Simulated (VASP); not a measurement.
Here is a VASP 6.6.1 calculation.

The input INCAR:

```
PREC = Accurate
ENCUT = 520
EDIFF = 1E-6
ISMEAR = -1
SIGMA = 0.08
LREAL = F
LASPH = T
NELM = 80
ALGO = Normal
ISIF = 2
LWAVE = F
LCHARG = F
GGA = PS
NBANDS = 19
```

Contents of KPOINTS:

```
Automatic mesh
0
Gamma
  13 13 7
```

The input POSCAR:

```
Ti
1.0
    2.9597985897      0.0000000000      0.0000000000
   -1.4798992949      2.5632607688      0.0000000000
    0.0000000000      0.0000000000      4.7015682207
Ti
2
Direct
    0.3333333333      0.6666666667      0.2500000000
    0.6666666667      0.3333333333      0.7500000000
```

Potentials or basis: VASP PAW PBE potentials, release 64 (Ti_sv).

Launch:

```bash
$ cat potpaw_PBE.64/Ti_sv/POTCAR > POTCAR
$ mpirun -np 1 vasp_std > vasp.out
```

**Question.** Estimate the pressure.

**Answer.** -6.9 GPa.

**Question.** What does it give for the band gap on the k mesh?

**Answer.** Zero (band 12 reaches 8.69 eV, above the bottom of band 13 at 7.61 eV).

Stress tensor (GPa, compression positive):
```
-6.75  0.00  0.00
 0.00 -6.75  0.00
 0.00  0.00 -7.26
```

Caveat: the PAW data sets were made with another functional, which shifts forces and pressure a little.
